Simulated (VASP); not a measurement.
Input of a VASP 6.6.1 run:

INCAR

```
PREC = Accurate
ENCUT = 520
EDIFF = 1E-8
ISMEAR = -1
SIGMA = 0.03
LREAL = False
LASPH = True
NELM = 60
ALGO = Normal
ISIF = 2
LWAVE = False
LCHARG = False
GGA = PS
LEFG = True
NBANDS = 15
```

The input KPOINTS:

```
regular mesh
0
Gamma
  8 8 8
```

POSCAR

```
SrO
1.0
    0.0000000000      2.5184040000      2.5698000000
    2.5184040000      0.0000000000      2.5698000000
    2.5184040000      2.5184040000      0.0000000000
Sr O
1 1
Direct
    0.0000000000      0.0000000000      0.0000000000
    0.5000000000      0.5000000000      0.5000000000
```

Potentials or basis: VASP PAW PBE potentials, release 64 (Sr_sv, O).

Launch:

```console
$ cat potpaw_PBE.64/Sr_sv/POTCAR potpaw_PBE.64/O/POTCAR > POTCAR
$ mpirun -np 1 vasp_std > vasp.out
```

Predict the band gap on the k mesh.

3.07 eV, indirect (least direct gap 3.12 eV).

What does it give for the pressure?

3.9 GPa.

Stress tensor (GPa, compression positive):
```
4.99 0.00 0.00
0.00 4.99 0.00
0.00 0.00 1.68
```

Caveat: the cell differs from its parent crystal (equal xx and yy strain of -2 %); without QUAD_EFG the Cq values of the log hold for a quadrupole moment of 1 mb, not for the nuclei; the PAW data sets were made with another functional, which shifts forces and pressure a little. A k mesh can miss the band edges.
